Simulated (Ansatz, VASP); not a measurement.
**One calculation of SbPt, two programs**

Contents of INCAR:

```
SYSTEM = SbPt
ALGO     = Normal         ! electronic algorithm
EDIFF    = 1E-8           ! SCF threshold, eV
ENCUT    = 520            ! plane-wave cutoff, eV
GGA      = CA             ! functional
ISIF     = 2              ! what is computed and relaxed
ISMEAR   = -1             ! smearing method
LASPH    = .TRUE.         ! aspherical terms in the spheres
LCHARG   = .FALSE.        ! write CHGCAR
LEFG     = .TRUE.       
LREAL    = .FALSE.        ! projectors in reciprocal space
LWAVE    = .FALSE.        ! write WAVECAR
NBANDS   = 23             ! bands
NELM     = 100            ! most SCF steps
PREC     = Accurate       ! precision mode
SIGMA    = 0.08           ! smearing width, eV
```

KPOINTS

```
k-points
0
G
  11 11 8
  0 0 0
```

Contents of POSCAR:

```
SbPt
1.0
    4.2125978280      0.0000000000      0.0000000000
   -2.1062989140      3.6482167350      0.0000000000
    0.0000000000      0.0000000000      5.4720000000
Sb Pt
2 2
Direct
    0.3333333333      0.6666666667      0.2500000000
    0.6666666667      0.3333333333      0.7500000000
    0.0000000000      0.0000000000      0.0000000000
    0.0000000000      0.0000000000      0.5000000000
```

Input for Ansatz:

```yaml
crystal:
  lattice:
    - [4.212597828, 0.0, 0.0]
    - [-2.106298914, 3.648216735, 0.0]
    - [0.0, 0.0, 5.472]
  atoms:
    - { symbol: Sb, position: [0.3333333333, 0.6666666667, 0.25] }
    - { symbol: Sb, position: [0.6666666667, 0.3333333333, 0.75] }
    - { symbol: Pt, position: [0.0, 0.0, 0.0] }
    - { symbol: Pt, position: [0.0, 0.0, 0.5] }
kpoints:
  mp_grid: { grid: [11, 11, 8] }
scf:
  occupations: { method: fermi_dirac, width: 0.08 }
hamiltonian:
  xc: lda
  pseudopotentials: { kind: paw }
output:
  forces: true
  stress: true
  eigenvalues: true
  efg: { contact_densities: true }
```

Change from the starting cell: equal xx and yy strain of +2 %, PAW files.

Alike in both runs: task electric field gradients; functional LDA; k mesh 11 × 11 × 8; occupations fermi-dirac, width 0.08 eV; no spin polarisation.

|  | VASP | Ansatz |
| --- | --- | --- |
| version | VASP 6.6.1 | Ansatz 0.2.0 |
| potentials or method | VASP PAW LDA potentials, release 64 (Sb, Pt) | PAW with Ansatz's default frozen-core files, scalar-relativistic |
| plane-wave cutoff (eV) | 520 | 420 |
| valence electrons in the cell | 30 | 66 |

|  | VASP | Ansatz | Ansatz less VASP |
| --- | --- | --- | --- |
| pressure (GPa) | -5.0 | -5.2 | -0.19 |
| traceless stress, the component that is largest in VASP (GPa) | 0.52 | 0.40 | -0.119 |
| size of Vzz on the site where it differs most (V/Å²) | 143.3 | 79.0 | -64.31 |

LDA's correlation is that of Perdew and Zunger in VASP and of Perdew and Wang (1992) in Ansatz. VASP's potentials hold 30 valence electrons a cell and Ansatz's 66, so a difference there can come from the potentials and not from the codes.

Neither program's run includes spin-orbit coupling.
